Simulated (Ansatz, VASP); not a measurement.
# AlCo: VASP beside Ansatz

The input INCAR:

```
SYSTEM = AlCo
PREC = Accurate
ENCUT = 520
EDIFF = 1E-6
ISMEAR = 0
SIGMA = 0.15
LREAL = .FALSE.
LASPH = .TRUE.
NELM = 80
ALGO = Fast
ISIF = 2
LWAVE = .FALSE.
LCHARG = .FALSE.
GGA = PE
NBANDS = 13
```

KPOINTS

```
Automatic mesh
0
G
  22 22 22
  0 0 0
```

Contents of POSCAR:

```
AlCo
1.0
    3.1370926503      0.0000000000      0.0000000000
    0.0000000000      2.8519024094      0.0000000000
    0.0000000000      0.0000000000      2.8519024094
Al Co
1 1
Direct
    0.0000000000      0.0000000000      0.0000000000
    0.5000000000      0.5000000000      0.5000000000
```

Input for Ansatz:

```yaml
crystal:
  lattice:
    - [3.1370926503, 0.0, 0.0]
    - [0.0, 2.8519024094, 0.0]
    - [0.0, 0.0, 2.8519024094]
  atoms:
    - { symbol: Al, position: [0.0, 0.0, 0.0] }
    - { symbol: Co, position: [0.5, 0.5, 0.5] }
basis:
  ecutwfc: 420
kpoints:
  mp_grid: { grid: [22, 22, 22] }
hamiltonian:
  xc: pbe
scf:
  occupations: { method: gaussian, width: 0.15 }
output:
  forces: true
  stress: true
  eigenvalues: true
```

Change from the starting cell: strain +0.1000 x Voigt [1, 0, 0, 0, 0, 0], atoms carried along.

Alike in both runs: task single point; functional PBE; k mesh 22 × 22 × 22; occupations gaussian, width 0.15 eV; no spin polarisation.

|  | VASP | Ansatz |
| --- | --- | --- |
| version | VASP 6.6.1 | Ansatz 0.2.0 |
| potentials or method | VASP PAW PBE potentials, release 64 (Al, Co), cutoff 520 eV | scalar-relativistic, plane waves, PAW |
| valence electrons in the cell | 12 | 20 |

```tsv
	VASP	Ansatz	Ansatz less VASP
gap on the k mesh at the Fermi level (eV)	none	none	-
pressure (GPa)	-13.3	-13.1	+0.13
traceless stress, the component that is largest in VASP (GPa)	-5.00	-4.99	+0.007
```

A gap of «none» marks a metal or a gap that the smearing closes. VASP's potentials hold 12 valence electrons a cell and Ansatz's 20, so a difference there can come from the potentials and not from the codes.
